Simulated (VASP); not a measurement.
Runs of VASP 6.6.1 on TiTl2H4. The structure is that of space group I4/mmm (No. 139), or close to it. The cells are those of the table. 

```csv
task,cell,k mesh,cutoff (eV),gap on the mesh (eV),pressure (GPa),largest force (eV/Å)
single point,"a = 5.022 Å, angles 104.5, 104.5, 120.0°, 7 atoms",6 × 6 × 6,520,none,5.9,(a)
relaxation of cell and atoms,"relaxed from a = 5.208 Å, angles 119.9, 119.9, 90.2°, 7 atoms",6 × 6 × 6,600,none,-0.2,0.02
single point,"a = 5.208 Å, angles 119.9, 119.9, 90.2°, 7 atoms",4 × 4 × 4,520,none,-0.1,-
single point,"a = 5.254 Å, angles 121.5, 121.5, 87.3°, 7 atoms",10 × 10 × 10,520,none,-0.1,0.01
single point,"a = 5.248 Å, angles 121.6, 121.6, 87.3°, 7 atoms",6 × 6 × 6,520,none,0.0,0.01
```

Alike in all rows: level PBE; potentials or basis VASP PAW PBE potentials, release 64 (Ti_sv, Tl_d, H); no spin polarisation; smearing gaussian 0.1 eV.

Task: Fill in the values left out.

Result: (a) 0.48.

Caveats: some runs use coarse meshes; spin-orbit coupling is left out, which moves the levels of the heavy elements.

A k mesh can miss the band edges, and the runs leave out spin-orbit coupling on Tl.

A gap of «none» marks levels without a gap at the run's occupations.
